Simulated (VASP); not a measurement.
The system is TaSi3.

```
Ta Si
1.0
    -1.90334    1.90334    4.25161
     1.90334   -1.90334    4.25161
     1.90334    1.90334   -4.25161
Ta Si
1 3
Cartesian
  0.0000 0.0000 0.0000
  0.0000 0.0000 4.2516
  1.9033 0.0000 2.1258
  0.0000 1.9033 2.1258
```

```yaml
Program: VASP 6.6.1
Task: relaxation of cell and atoms
Functional: PBE
Potentials_or_basis: VASP PAW PBE potentials, release 64 (Ta_pv, Si)
Cutoff: 600 eV
k_mesh: 6 × 6 × 6
Occupations: gaussian, width 0.1 eV
Spin: no spin polarisation
```

At the start: pressure -5.5 GPa; volume 15.40 Å³/atom.

Problem. Where does the relaxation end?

Solution. Over 10 steps the energy falls by 16.1 meV/atom and the volume is 14.72 Å³/atom (-4.4 %); space group I4/mmm (No. 139, to 0.05 Å).

Step by step:
```tsv
step	energy change (eV)	largest force (eV/Å)	pressure (GPa)	volume (Å³)
1	0.0000	0.0000	-5.54	61.61
2	-0.0306	0.0000	4.50	56.98
3	-0.0533	0.0000	0.17	58.73
4	-0.0594	0.0000	0.28	58.69
5	-0.0583	0.0000	1.10	58.52
6	-0.0638	0.0000	0.51	58.63
7	-0.0641	0.0000	0.63	58.60
8	-0.0641	0.0000	0.61	58.61
9	-0.0639	0.0000	-0.66	59.17
10	-0.0646	0.0000	0.01	58.87
```

Final structure:
```
Ta Si
1.0
    -1.85421    1.85421    4.28056
     1.85421   -1.85421    4.28056
     1.85421    1.85421   -4.28056
Ta Si
1 3
Direct
  0.00000 0.00000 0.00000
  0.50000 0.50000 0.00000
  0.25000 0.75000 0.50000
  0.75000 0.25000 0.50000
```

Caveat: the k points lie up to 0.40 Å⁻¹ apart in the final cell.
